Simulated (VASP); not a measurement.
Input of a VASP 6.6.1 run:

The input INCAR:

```
SYSTEM = Bi
PREC = Accurate
ENCUT = 520
EDIFF = 1E-6
ISMEAR = 0
SIGMA = 0.02
LREAL = .False.
LASPH = .True.
NELM = 80
ALGO = Normal
ISIF = 2
LWAVE = .False.
LCHARG = .True.
LDIPOL = .True.
IDIPOL = 3
DIPOL = 0.5 0.5 0.500
GGA = CA
LELF = .True.
LVHAR = .True.
LVACPOTAV = .True.
NBANDS = 22
```

KPOINTS

```
Automatic mesh
0
Gamma
  9 9 1
  0 0 0
```

The input POSCAR:

```
Bi
1.0
    4.3510000000      0.0000000000      0.0000000000
   -2.1755000000      3.7680765319      0.0000000000
    0.0000000000      0.0000000000     28.0000000000
Bi
2
Direct
    0.3333333333      0.6666666667      0.5393750000
    0.6666666667      0.3333333333      0.4606250000
```

Potentials or basis: VASP PAW LDA potentials, release 64 (Bi_d).

Run with:

```sh
$ cat potpaw_LDA.64/Bi_d/POTCAR > POTCAR
$ mpirun -np 1 vasp_std > vasp.out
```

Task: What does it give for the band gap on the k mesh?

Result: Zero (bands 15 and 16 overlap by 0.23 eV).

Task: Predict the largest force.

Result: 2.552 eV/Å.

Forces in eV/Å, atoms in the order of the input:
```
Bi   0.000  0.000 -2.552
Bi   0.000  0.000  2.552
```

Caveat: spin-orbit coupling is left out, which moves the levels of the heavy elements.
